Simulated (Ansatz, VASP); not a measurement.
# Two plane-wave programs on MgO

```xyz
4
Lattice="3.4802 0.0000 0.0000 -1.7401 3.0139 0.0000 0.0000 0.0000 3.9932" Properties=species:S:1:pos:R:3 pbc="T T T"
Mg    1.7401    1.0046    2.9949
Mg    0.0000    2.0093    0.9983
O     1.7401    1.0046    0.9983
O     0.0000    2.0093    2.9949
```

Alike in both runs: task single point; functional PBE; k mesh 9 × 9 × 6; occupations gaussian, width 0.05 eV; no spin polarisation.

```csv
,VASP,Ansatz
version,VASP 6.6.1,Ansatz 0.2.0
potentials or method,"VASP PAW PBE potentials, release 64 (Mg, O), cutoff 520 eV","scalar-relativistic, plane waves, PAW"
valence electrons in the cell,16,32
```

|  | VASP | Ansatz | Ansatz less VASP |
| --- | --- | --- | --- |
| gap on the k mesh at the Fermi level (eV) | 3.73 | 3.75 | +0.020 |
| least direct gap on the mesh (eV) | 3.73 | 3.75 | +0.020 |
| pressure (GPa) | 12.8 | 13.3 | +0.53 |
| traceless stress, the component that is largest in VASP (GPa) | 8.79 | 8.84 | +0.043 |

VASP's potentials hold 16 valence electrons a cell and Ansatz's 32, so a difference there can come from the potentials and not from the codes.
